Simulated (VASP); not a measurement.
PbO (Litharge):

```
Pb O
1.0
     3.98040    0.00000    0.00000
     0.00000    3.98040    0.00000
     0.00000    0.00000    5.00091
Pb O
2 2
Direct
  0.00000 0.50000 0.23663
  0.50000 0.00000 0.76337
  0.00000 0.00000 0.00000
  0.50000 0.50000 0.00000
```

Base run:

```yaml
Program: VASP 6.6.1
Functional: LDA
Potentials_or_basis: VASP PAW LDA potentials, release 64 (Pb_d, O)
Cutoff: 520 eV
k_mesh: 6 × 6 × 6
Occupations: gaussian, width 0.01 eV
Spin: no spin polarisation
```

Its results: band gap on the k mesh 1.18 eV, indirect (least direct gap 2.22 eV); pressure -2.0 GPa; largest force 0.183 eV/Å.

**Question.** The run is repeated on the same cell with these changes: functional from LDA to r2SCAN; potentials or basis from VASP PAW LDA potentials, release 64 (Pb_d, O) to VASP PAW PBE potentials, release 64 (Pb_d, O). What comes out?

**Answer.** Band gap on the k mesh 1.54 eV, indirect (least direct gap 2.69 eV); pressure 1.7 GPa; largest force 0.095 eV/Å.

Caveats: spin-orbit coupling is left out, which moves the levels of the heavy elements; the PAW data sets were made with another functional, which shifts forces and pressure a little (some runs).

A k mesh can miss the band edges.
